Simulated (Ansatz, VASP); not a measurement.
## One calculation of Al, two programs

The input INCAR:

```
SYSTEM = Al
PREC = Accurate ; ENCUT = 520
EDIFF = 1E-6 ; ISMEAR = -1
SIGMA = 0.03 ; LREAL = .FALSE.
LASPH = .TRUE. ; NELM = 60
ALGO = Normal ; ISIF = 2
LWAVE = .FALSE. ; LCHARG = .FALSE.
NBANDS = 8
```

Contents of KPOINTS:

```
Automatic mesh
0
G
  17 17 17
  0 0 0
```

Contents of POSCAR:

```
Al
1.0
    0.0000000000      2.0442198000      2.0239800000
    2.0442198000      0.0000000000      2.0239800000
    2.0442198000      2.0442198000      0.0000000000
Al
1
Direct
    0.0000000000      0.0000000000      0.0000000000
```

Input for Ansatz:

```yaml
crystal:
  lattice:
    - [0.0, 2.0442198, 2.02398]
    - [2.0442198, 0.0, 2.02398]
    - [2.0442198, 2.0442198, 0.0]
  atoms:
    - { symbol: Al, position: [0.0, 0.0, 0.0] }
kpoints:
  mp_grid: { grid: [17, 17, 17] }
  band_path:
    path:
      - [0.0, 0.0, 0.0]
      - [0.0, 0.5, 0.5]
      - [0.25, 0.75, 0.5]
      - [0.0, 0.5, 0.0]
      - [0.0, 0.0, 0.0]
      - [0.5, 0.5, 0.0]
      - [0.3775125, 0.6224875, 0.0]
      - [-0.3775125, 0.3775125, 0.0]
      - [0.0, 0.0, 0.0]
    npoints: 5
scf:
  occupations: { method: fermi_dirac, width: 0.03 }
hamiltonian:
  xc: lda
  pseudopotentials: { kind: all_electron, lapw: { basis_error: 0.0005 } }
output:
  forces: true
  stress: true
  eigenvalues: true
```

Change from the starting cell: equal xx and yy strain of +1 %.

Alike in both runs: task single point; functional LDA; k mesh 17 × 17 × 17; occupations fermi-dirac, width 0.03 eV; no spin polarisation.

|  | VASP | Ansatz |
| --- | --- | --- |
| version | VASP 6.6.1 | Ansatz 0.2.0 |
| potentials or method | VASP PAW LDA potentials, release 64 (Al), cutoff 520 eV | all-electron LAPW, scalar-relativistic |

```tsv
	VASP	Ansatz	Ansatz less VASP
pressure (GPa)	-4.9	-4.9	-0.02
traceless stress, the component that is largest in VASP (GPa)	-0.24	-0.24	0.000
```

LDA's correlation is that of Perdew and Zunger in VASP and of Perdew and Wang (1992) in Ansatz. Ansatz ran all-electron here, and VASP with PAW potentials.
